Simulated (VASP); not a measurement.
# Zn (Im-3m) in VASP: notebook

The runs below take Zn through single point, relaxation of cell and atoms, with LDA.

All numbers are computed with VASP 6.6.1; they aren't measurements. Logs are shortened: lines on timing, memory, paths and dates and some standing lists are left out, and cuts for length are marked.

**1. The cell of the first run**

Symmetry: Im-3m, No. 229, cubic system. The conventional cell has a = 3.129 Å, b = 3.129 Å, c = 3.129 Å, α = 90.00°, β = 90.00°, γ = 90.00°. Within 3.6 Å of Zn (site symmetry m-3m) lie 14 Zn at 2.71 to 3.13 Å.

**2. Single point, LDA (volume scaled by 1.12)**

Input file INCAR:

```
SYSTEM = Zn
PREC = Accurate
ENCUT = 520
EDIFF = 1E-7
ISMEAR = -1
SIGMA = 0.1
LREAL = .FALSE.
LASPH = .TRUE.
NELM = 80
ALGO = Normal
ISIF = 2
LWAVE = .FALSE.
LCHARG = .TRUE.
LELF = .TRUE.
LVHAR = .TRUE.
NBANDS = 12
```

Input file KPOINTS:

```
Automatic mesh
0
G
  16 16 16
  0 0 0
```

Input file POSCAR:

```
Zn
1.0
   -1.5643523846      1.5643523846      1.5643523846
    1.5643523846     -1.5643523846      1.5643523846
    1.5643523846      1.5643523846     -1.5643523846
Zn
1
Direct
    0.0000000000      0.0000000000      0.0000000000
```

Potentials or basis: VASP PAW LDA potentials, release 64 (Zn).

Run with:

```
> cat potpaw_LDA.64/Zn/POTCAR > POTCAR
> mpirun -np 1 vasp_std > vasp.out
```

OUTCAR:

```text
SYSTEM = Zn
   PREC = Accurate
   ENCUT = 520
   EDIFF = 1E-7
   ISMEAR = -1
   LREAL = .FALSE.
   LASPH = .TRUE.
   NELM = 80
   ISIF = 2

 ion  position               nearest neighbor table
   1  0.000  0.000  0.000-

  LATTYP: Found a body centered cubic cell.
 ALAT       =     3.1287047692

  Lattice vectors:

 A1 = (  -1.5643523846,   1.5643523846,   1.5643523846)
 A2 = (   1.5643523846,  -1.5643523846,   1.5643523846)
 A3 = (   1.5643523846,   1.5643523846,  -1.5643523846)

Analysis of symmetry for initial positions (statically):
=====================================================================
 Subroutine PRICEL returns:
 Original cell was already a primitive cell.

 Routine SETGRP: Setting up the symmetry group for a
 body centered cubic supercell.

 Subroutine GETGRP returns: Found 48 space group operations
 (whereof 48 operations were pure point group operations)
 out of a pool of 48 trial point group operations.

The static configuration has the point symmetry O_h .

Analysis of symmetry for dynamics (positions and initial velocities):
=====================================================================
 Subroutine PRICEL returns:
 Original cell was already a primitive cell.

 Routine SETGRP: Setting up the symmetry group for a
 body centered cubic supercell.

 Subroutine GETGRP returns: Found 48 space group operations
 (whereof 48 operations were pure point group operations)
 out of a pool of 48 trial point group operations.

The dynamic configuration has the point symmetry O_h .

 Subroutine INISYM returns: Found 48 space group operations
 (whereof 48 operations are pure point group operations),
 and found     1 'primitive' translations

----------------------------------------------------------------------------------------

                                     Primitive cell

  volume of cell :      15.3131

  direct lattice vectors                    reciprocal lattice vectors
    -1.564352385  1.564352385  1.564352385     0.000000000  0.319621081  0.319621081
     1.564352385 -1.564352385  1.564352385     0.319621081  0.000000000  0.319621081
     1.564352385  1.564352385 -1.564352385     0.319621081  0.319621081  0.000000000

  length of vectors
     2.709537811  2.709537811  2.709537811     0.452012467  0.452012467  0.452012467

  position of ions in fractional coordinates (direct lattice)
     0.000000000  0.000000000  0.000000000

  ion indices of the primitive-cell ions
   primitive index   ion index
                 1           1
[... 73 lines left out ...]
   LREAL  =      F    real-space projection
   EDIFFG = 0.1E-05   stopping-criterion for IOM
   NSW    =      0    number of steps for IOM
   IBRION =     -1    ionic relax: 0-MD 1-quasi-New 2-CG
   NFREE  =      0    steps in history (QN), initial steepest desc. (CG)
   ISIF   =      2    stress and relaxation
   ISYM   =      2    0-nonsym 1-usesym 2-fastsym
   POTIM  = 0.5000    time-step for ionic-motion
   TEBEG  =    0.0;   TEEND  =   0.0 temperature during run
   PSTRESS=    0.0 pullay stress
   NELECT =      12.0000    total number of electrons
   NUPDOWN=      -1.0000    fix difference up-down
   EMIN   =  10.00;   EMAX   =-10.00  energy-range for DOS
   EFERMI =   0.00;   METHOD = LEGACY
   ISMEAR =    -1;   SIGMA  =   0.10  broadening in eV -4-tet -1-fermi 0-gaus
   EFERMI_NEDOS =   21; number of points for ismear=-14 and -15
   IALGO  =     38    algorithm
   IMIX   =      4    mixing-type and parameters
     AMIX     =   0.40;   BMIX     =  1.00
     AMIX_MAG =   1.60;   BMIX_MAG =  1.00
  volume/ion in A,a.u.               =      15.31       103.34
  Fermi-wavevector in a.u.,A,eV,Ry     =   1.509318  2.852197 30.994614  2.278040
  Thomas-Fermi vector in A             =   2.619656
   LORBIT       =      0    0 simple, 1 ext, 2 COOP (PROOUT), +10 PAW based schemes
   GGA     = CA    functional components
   LHFCALC =     F    Hartree Fock is set to
   AEXX    =    0.0000 exact exchange contribution
   IVDW    =     0    specifies the selected vdW correction
   LEPSILON=     F    determine dielectric tensor
   LRPA    =     F    only Hartree local field effects (RPA)
 non-spin polarized calculation
  energy-cutoff  :      520.00
  volume of cell :       15.31
 maximum number of plane-waves:       427
   NGX =  9   NGY =  9   NGZ =  9

 number of electron      12.0000024 magnetization

 Free energy of the ion-electron system (eV)
  ---------------------------------------------------
  ext. energy  EPLUGINS =         0.00000000
  ---------------------------------------------------
  free energy    TOTEN  =        -1.74349475 eV

  energy without entropy =       -1.73402977  energy(sigma->0) =       -1.73876226

 E-fermi :   2.9251     XC(G=0): -11.8632

 val. band max:        2.8974610858   @ k =   0.3750   0.2500  -0.0000
 cond. band min:       3.0426181098   @ k =  -0.3750  -0.3750   0.0625
 fundamental gap:      0.1451570240
 Fermi energy:         2.9250734290

 k-point     1 :       0.0000    0.0000    0.0000
  band No.  band energies     occupation
      1      -7.4935      2.00000
      2      -4.9376      2.00000
      3      -4.9376      2.00000
      4      -4.9376      2.00000
      5      -4.4257      2.00000
      6      -4.4257      2.00000
      7      21.7886      0.00000
      8      21.7886      0.00000
      9      21.7886      0.00000
     10      23.8373      0.00000
     11      23.8373      0.00000
     12      23.8373      0.00000
[... 331 lines left out ...]
 k-point    24 :       0.2500    0.1875    0.0000
  band No.  band energies     occupation
      1      -5.3233      2.00000
      2      -5.0889      2.00000
      3      -4.7277      2.00000
      4      -4.5061      2.00000
      5      -4.3530      2.00000
      6      -2.2282      2.00000
      7       7.6337      0.00000
      8       9.5746      0.00000
      9      14.9895      0.00000
     10      21.7167      0.00000
     11      23.4692      0.00000
     12      27.1743      0.00000

 [... further k-points ...]
[... 5 lines left out ...]
  --------------------------------------------------------------------------------------
  -------------------------------------------------------------------------------------
  Total       -0.7016758     -0.7016758     -0.7016758     -0.0000000     -0.0000000      0.0000000
  in kB      -73.4147535    -73.4147535    -73.4147535     -0.0000000     -0.0000000      0.0000000
  external PRESSURE =     -73.4147535 kB  Pullay stress =       0.0000000 kB

 VOLUME and BASIS-vectors are now :
 -----------------------------------------------------------------------------
  energy-cutoff  :      520.00
  volume of cell :       15.31
      direct lattice vectors                 reciprocal lattice vectors
    -1.564352385  1.564352385  1.564352385     0.000000000  0.319621081  0.319621081
     1.564352385 -1.564352385  1.564352385     0.319621081  0.000000000  0.319621081
     1.564352385  1.564352385 -1.564352385     0.319621081  0.319621081  0.000000000

 POSITION                                       TOTAL-FORCE (eV/Angst)
 -----------------------------------------------------------------------------------
      0.00000      0.00000      0.00000         0.000000     -0.000000     -0.000000
 -----------------------------------------------------------------------------------
    total drift:                                0.000000     -0.000000      0.000000

  FREE ENERGIE OF THE ION-ELECTRON SYSTEM (eV)
  ---------------------------------------------------
  free  energy   TOTEN  =        -1.7434947542 eV

  energy  without entropy=       -1.7340297717  energy(sigma->0) =       -1.73876226
```

stdout:

```text
POSCAR found type information on POSCAR Zn
 POSCAR found :  1 types and       1 ions
 scaLAPACK will be used
 LDA part: xc-table for (Slater(with rela. corr.)+CA(PZ))
 , standard interpolation
 POSCAR, INCAR and KPOINTS ok, starting setup
 FFT: planning ... GRIDC
 FFT: planning ... GRID_SOFT
 FFT: planning ... GRID
 WAVECAR not read
 entering main loop
```

Run time: 11 s. Hardware: 1 thread of Intel Xeon 6975P-C, shared host; peak memory 0.13 GiB.

What came out:

```
Free energy            : -1.7435 eV
Pressure               : -7.3 GPa
Band gap on the k mesh : zero (band 6 reaches 7.06 eV, above the bottom of band 7 at 1.88 eV)
```

Caveat: the cell differs from its parent crystal (volume scaled by 1.12).

**3. Relaxation of cell and atoms, LDA**

This run uses another cell than the first one, of 15.21 Å³/atom, 0.993 times its volume.

Input file INCAR:

```
  PREC = Accurate
  ENCUT = 600
  EDIFF = 1E-6
  ISMEAR = -1
  SIGMA = 0.1
  LREAL = False
  LASPH = True
  NELM = 80
  ALGO = Normal
  ISIF = 3
  LWAVE = False
  LCHARG = False
  GGA = CA
  IBRION = 2
  NSW = 80
  EDIFFG = -0.01
```

Input file KPOINTS:

```
Automatic mesh
0
Gamma
  14 14 14
```

Input file POSCAR:

```
Zn
1.0
   -1.5608515766      1.5608515766      1.5608515766
    1.5608515766     -1.5608515766      1.5608515766
    1.5608515766      1.5608515766     -1.5608515766
Zn
1
Direct
    0.0000000000      0.0000000000      0.0000000000
```

Potentials or basis: VASP PAW LDA potentials, release 64 (Zn).

Run with:

```
> cat potpaw_LDA.64/Zn/POTCAR > POTCAR
> mpirun -np 1 vasp_std > vasp.out
```

OUTCAR:

```text
PREC = Accurate
   ENCUT = 600
   EDIFF = 1E-6
   ISMEAR = -1
   LREAL = False
   LASPH = True
   NELM = 80
   ISIF = 3
   GGA = CA
   IBRION = 2
   NSW = 80
   EDIFFG = -0.01

 ion  position               nearest neighbor table
   1  0.000  0.000  0.000-

  LATTYP: Found a body centered cubic cell.
 ALAT       =     3.1217031532

  Lattice vectors:

 A1 = (  -1.5608515766,   1.5608515766,   1.5608515766)
 A2 = (   1.5608515766,  -1.5608515766,   1.5608515766)
 A3 = (   1.5608515766,   1.5608515766,  -1.5608515766)

Analysis of symmetry for initial positions (statically):
=====================================================================
 Subroutine PRICEL returns:
 Original cell was already a primitive cell.

 Routine SETGRP: Setting up the symmetry group for a
 body centered cubic supercell.

 Subroutine GETGRP returns: Found 48 space group operations
 (whereof 48 operations were pure point group operations)
 out of a pool of 48 trial point group operations.

The static configuration has the point symmetry O_h .

Analysis of symmetry for dynamics (positions and initial velocities):
[... 202 lines left out ...]

 E-fermi :   3.8370     XC(G=0): -12.4484

 val. band max:        3.8169808562   @ k =   0.3571   0.1429   0.1429
 cond. band min:       3.8600289285   @ k =  -0.4286   0.5000   0.0714
 fundamental gap:      0.0430480723
 Fermi energy:         3.8370266816

 k-point     1 :       0.0000    0.0000    0.0000
  band No.  band energies     occupation
      1      -7.5713      2.00000
      2      -4.4413      2.00000
      3      -4.4413      2.00000
      4      -4.4413      2.00000
      5      -3.8223      2.00000
      6      -3.8223      2.00000
      7      24.4896      0.00000
      8      24.4896      0.00000
      9      24.4896      0.00000
     10      25.6264      0.00000
[... 287 lines left out ...]
 k-point    24 :       0.3571    0.2857    0.0000
  band No.  band energies     occupation
      1      -4.8872      2.00000
      2      -4.5519      2.00000
      3      -4.3384      2.00000
      4      -3.8092      2.00000
      5      -3.7348      2.00000
      6       3.5794      1.85864
      7       4.2925      0.02081
      8       6.3578      0.00000
      9      15.5562      0.00000
     10      25.5382      0.00000

 [... further k-points ...]
[... 5 lines left out ...]
  --------------------------------------------------------------------------------------
  -------------------------------------------------------------------------------------
  Total       -0.0049366     -0.0049366     -0.0049366      0.0000000      0.0000000     -0.0000000
  in kB       -0.5753496     -0.5753496     -0.5753496      0.0000000      0.0000000     -0.0000000
  external PRESSURE =      -0.5753496 kB  Pullay stress =       0.0000000 kB

 VOLUME and BASIS-vectors are now :
 -----------------------------------------------------------------------------
  energy-cutoff  :      600.00
  volume of cell :       13.75
      direct lattice vectors                 reciprocal lattice vectors
    -1.509088595  1.509088595  1.509088595     0.000000000  0.331325809  0.331325809
     1.509088595 -1.509088595  1.509088595     0.331325809  0.000000000  0.331325809
     1.509088595  1.509088595 -1.509088595     0.331325809  0.331325809  0.000000000

 POSITION                                       TOTAL-FORCE (eV/Angst)
 -----------------------------------------------------------------------------------
      1.50909      1.50909     -1.50909        -0.000000      0.000000     -0.000000
 -----------------------------------------------------------------------------------
    total drift:                                0.000000      0.000000     -0.000000

  FREE ENERGIE OF THE ION-ELECTRON SYSTEM (eV)
  ---------------------------------------------------
  free  energy   TOTEN  =        -1.7811206190 eV

  energy  without entropy=       -1.7709967043  energy(sigma->0) =       -1.77605866

 reached required accuracy - stopping structural energy minimisation
```

CONTCAR:

```text
Zn
   1.00000000000000
    -1.5090885954708717    1.5090885954708717    1.5090885954708717
     1.5090885954708717   -1.5090885954708717    1.5090885954708717
     1.5090885954708717    1.5090885954708717   -1.5090885954708717
  Zn
     1
Direct
     0.0000000000000000    0.0000000000000000    1.0000000000000000

  0.00000000E+00  0.00000000E+00  0.00000000E+00
```

It took 13 s on 1 thread of Intel Xeon 6975P-C, shared host; peak memory 0.14 GiB.

Results:

```
Free energy                            : -1.7811 eV
Relaxed volume                         : 13.75 Å³/atom
Relaxed cell                           : a = 2.614 Å, b = 2.614 Å, c = 2.614 Å, α = 109.47°, β = 109.47°, γ = 109.47°
Space group after relaxing (to 0.05 Å) : Im-3m (No. 229)
Energy gained by relaxing              : 37.2 meV/atom
Ionic steps                            : 2
Pressure after relaxing                : -0.1 GPa
Band gap on the k mesh                 : zero (band 6 reaches 8.08 eV, above the bottom of band 7 at 2.93 eV)
```

Step by step:
| step | energy change (eV) | largest force (eV/Å) | pressure (GPa) | volume (Å³) |
| --- | --- | --- | --- | --- |
| 1 | 0.0000 | 0.0000 | -7.24 | 15.21 |
| 2 | -0.0372 | 0.0000 | -0.06 | 13.75 |

Final structure:
```
CELL_PARAMETERS angstrom
-1.50909 1.50909 1.50909
1.50909 -1.50909 1.50909
1.50909 1.50909 -1.50909
ATOMIC_POSITIONS crystal
Zn 0.00000 0.00000 0.00000
```
